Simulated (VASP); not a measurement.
**Ru: single point with PBEsol**

Ru:

```
Ru
1.0
    -1.48935    1.48935    1.48935
     1.48935   -1.48935    1.48935
     1.48935    1.48935   -1.48935
Ru
1
Direct
  0.00000 0.00000 0.00000
```

This cell differs from its parent crystal: volume scaled by 0.96.

```
Program                : VASP 6.6.1
Task                   : single point
Functional             : PBEsol
Potentials or basis    : VASP PAW PBE potentials, release 64 (Ru_pv)
Cutoff                 : 520 eV
k mesh                 : 16 × 16 × 16
Occupations            : fermi-dirac, width 0.1 eV
Spin                   : no spin polarisation
Dipole correction      : no
Further INCAR settings : ALGO = Normal; EDIFF = 1e-07; NBANDS = 13
```

```
Pressure               : 14.1 GPa
Band gap on the k mesh : zero (band 7 reaches 15.37 eV, above the bottom of band 8 at 11.53 eV)
```

Levels at points of the mesh, in eV from the Fermi level:
| k point | band 3 | band 4 | band 5 | band 6 | band 7 | band 8 | band 9 | band 10 | band 11 | band 12 |
| --- | --- | --- | --- | --- | --- | --- | --- | --- | --- | --- |
| (0.00, 0.00, 0.00) | -42.54 | -8.41 | -3.06 | -3.06 | -3.06 | -0.12 | -0.12 | 10.32 | 17.13 | 17.13 |
| (0.50, 0.00, 0.00) | -42.54 | -6.68 | -4.97 | -0.12 | 0.40 | 1.17 | 2.67 | 10.30 | 10.93 | 13.63 |
| (0.50, 0.50, 0.50) | -43.37 | -6.84 | -6.84 | 1.99 | 1.99 | 1.99 | 9.57 | 9.57 | 9.57 | 10.32 |

Wall time 18 s on 1 thread of Intel Xeon 6975P-C (shared host), peak memory 0.14 GiB.

Caveat: the PAW data sets were made with another functional, which shifts forces and pressure a little.
